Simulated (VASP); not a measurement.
A run of VASP 6.6.1 is set up as follows.

INCAR

```
SYSTEM = RuC4
  PREC = Accurate
  ENCUT = 520
  EDIFF = 1E-7
  ISMEAR = 0
  SIGMA = 0.1
  LREAL = .False.
  LASPH = .True.
  NELM = 60
  ALGO = Normal
  ISIF = 2
  LWAVE = .False.
  LCHARG = .False.
  GGA = PE
  NBANDS = 23
```

KPOINTS

```
regular mesh
0
Gamma
  12 12 10
  0 0 0
```

File POSCAR:

```
RuC4
1.0
    3.8093034997      0.0000000000      0.0000000000
   -1.9046517498      3.2989536014      0.0000000000
    0.0000000000      0.0000000000      3.9332627988
Ru C
1 4
Direct
    0.0000000000      0.0000000000      0.5000000000
    0.5000000000      0.0000000000      0.0000000000
    0.0000000000      0.5000000000      0.0000000000
    0.5000000000      0.5000000000      0.0000000000
    0.0000000000      0.0000000000      0.0000000000
```

Potentials or basis: VASP PAW PBE potentials, release 64 (Ru_pv, C).

Run with:

```sh
$ cat potpaw_PBE.64/Ru_pv/POTCAR potpaw_PBE.64/C/POTCAR > POTCAR
$ mpirun -np 1 vasp_std > vasp.out
```

Problem. Estimate the band gap on the k mesh.

Solution. Zero (band 15 reaches 8.04 eV, above the bottom of band 16 at 6.33 eV).

Problem. Predict the pressure.

Solution. 0.0 GPa.

Stress tensor (GPa, compression positive):
```
-0.03  0.00  0.00
 0.00 -0.03  0.00
 0.00  0.00  0.07
```
